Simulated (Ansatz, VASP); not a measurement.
# Two plane-wave programs on Ti3Al5

```
CELL_PARAMETERS angstrom
3.89829 0.14619 0.00000
0.14619 3.89829 0.00000
0.00000 0.00000 8.32493
ATOMIC_POSITIONS crystal
Ti 0.00000 0.00000 0.50000
Ti 0.50000 0.50000 0.00000
Ti 0.50000 0.50000 0.50000
Al 0.00000 0.50000 0.25133
Al 0.00000 0.50000 0.74867
Al 0.50000 0.00000 0.25133
Al 0.50000 0.00000 0.74867
Al 0.00000 0.00000 0.00000
```

Change from the starting cell: strain +0.0750 x Voigt [0, 0, 0, 0, 0, 1], atoms carried along.

Alike in both runs: task single point; functional r2SCAN; k mesh 10 × 10 × 6; occupations gaussian, width 0.15 eV; no spin polarisation.

```csv
,VASP,Ansatz
version,VASP 6.6.1,Ansatz 0.2.0
potentials or method,"VASP PAW PBE potentials, release 64 (Ti_sv, Al), cutoff 520 eV","scalar-relativistic, plane waves, PAW"
valence electrons in the cell,51,51
```

```csv
,VASP,Ansatz,Ansatz less VASP
gap on the k mesh at the Fermi level (eV),none,none,-
pressure (GPa),0.8,0.8,-0.01
"traceless stress, the component that is largest in VASP (GPa)",-7.86,-7.86,-0.005
rms of the force components (eV/Å),0.008,0.003,-0.0050
```

VASP's potentials were made for PBE, not for r2SCAN. Atom by atom the forces differ by 0.005 eV/Å (rms over components). A gap of «none» marks a metal or a gap that the smearing closes.
